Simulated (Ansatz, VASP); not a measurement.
**Two plane-wave programs on Al3B2As**

```
Al B As
1.0
     4.79118    0.00000    0.00000
    -2.39559    4.14929    0.00000
     0.00000    0.00000    4.95873
Al B As
3 2 1
Direct
  0.50000 0.00000 0.50000
  0.00000 0.50000 0.50000
  0.50000 0.50000 0.50000
  0.33333 0.66667 0.00000
  0.66667 0.33333 0.00000
  0.00000 0.00000 0.00000
```

Alike in both runs: task relaxation of cell and atoms; functional PBE; k mesh 6 × 6 × 4; occupations gaussian, width 0.1 eV; no spin polarisation.

```csv
,VASP,Ansatz
version,VASP 6.6.1,Ansatz 0.2.0
potentials or method,"VASP PAW PBE potentials, release 64 (Al, B, As), cutoff 600 eV","scalar-relativistic, plane waves, PAW"
valence electrons in the cell,20,30
```

|  | VASP | Ansatz | Ansatz less VASP |
| --- | --- | --- | --- |
| gap on the k mesh at the Fermi level, each at its own relaxed structure (eV) | none | none | - |
| relaxed volume (Å³/atom) | 14.13 | 14.14 | +0.012 |
| relaxed length of the cell vector where the two differ most in proportion (Å) | 5.738 | 5.740 | +0.0019 |

A gap of «none» marks a metal or a gap that the smearing closes. VASP's potentials hold 20 valence electrons a cell and Ansatz's 30, so a difference there can come from the potentials and not from the codes.
